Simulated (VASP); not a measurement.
Set up this calculation in VASP 6.6.1, as the native input.

| Item | Value |
| --- | --- |
| Task | single point |
| Functional | PBE |
| Potentials or basis | VASP PAW PBE potentials, release 64 (B, As) |
| Cutoff | 520 eV |
| k mesh | 6 × 6 × 6 |
| Occupations | gaussian, width 0.1 eV |
| Spin | no spin polarisation |
| Dipole correction | no |
| Further INCAR settings | ALGO = Normal; EDIFF = 1e-07; NBANDS = 11 |

The structure of BAs lies in POSCAR:

```
BAs
1.0
    0.0000000000      2.3478434600      2.3478434600
    2.3478434600      0.0000000000      2.3478434600
    2.3478434600      2.3478434600      0.0000000000
B As
1 1
Direct
    0.5000000000      0.5000000000      0.5000000000
    0.0000000000      0.0000000000      0.0000000000
```

One way to write it, as run:

INCAR

```
ALGO = Normal ; EDIFF = 1E-7
ENCUT = 520 ; GGA = PE
ISIF = 2 ; ISMEAR = 0
LASPH = True ; LCHARG = False
LREAL = False ; LWAVE = False
NBANDS = 11 ; NELM = 100
PREC = Accurate ; SIGMA = 0.1
```

KPOINTS

```
k-points
0
Gamma
  6 6 6
```

Potentials or basis: VASP PAW PBE potentials, release 64 (B, As).

Run with:

```bash
$ cat potpaw_PBE.64/B/POTCAR potpaw_PBE.64/As/POTCAR > POTCAR
$ mpirun -np 1 vasp_std > vasp.out
```

It gave:

```yaml
Pressure: -5.8 GPa
Band_gap_on_the_k_mesh: zero (band 4 reaches 8.12 eV, above the bottom of band 5 at 3.16 eV)
```

Caveat: the k points lie up to 0.39 Å⁻¹ apart.

Run time: 4.9 s on 1 thread of AMD EPYC 7R13 Processor (Zen 3), on a shared host, peak memory 0.12 GiB.
